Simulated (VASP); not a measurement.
PbO, 8 atoms in the cell. The structure is orthorhombic, space group Pbcm (No. 57). The conventional cell has a = 5.876 Å, b = 5.476 Å, c = 4.743 Å, α = 90.00°, β = 90.00°, γ = 90.00°. Within 2.9 Å of Pb (site symmetry m) lie 4 O at 2.17 to 2.50 Å. O (site symmetry m) has 4 Pb at 2.17 to 2.50 Å within 2.9 Å. 

- Program: VASP 6.6.1
- Task: single point
- Functional: PBE
- Potentials or basis: VASP PAW PBE potentials, release 64 (Pb_d, O)
- Cutoff: 520 eV
- k mesh: 5 × 5 × 6
- Occupations: fermi-dirac, width 0.05 eV
- Spin: no spin polarisation
- Dipole correction: no
- Further INCAR settings: ALGO = Normal; EDIFF = 1e-07; NBANDS = 50

Potentials or basis: VASP PAW PBE potentials, release 64 (Pb_d, O).

The run is started by

```console
$ cat potpaw_PBE.64/Pb_d/POTCAR potpaw_PBE.64/O/POTCAR > POTCAR
$ mpirun -np 1 vasp_std > vasp.out
```

Hardware: 1 thread of Oxide Virtual Turin-like Processor (shared host).

Q: How long does it take, and how much memory?

A: It took 4.9 min on 1 thread of Oxide Virtual Turin-like Processor, on a shared host, peak memory 0.34 GiB. Counts: scf iterations 19, k points 36.
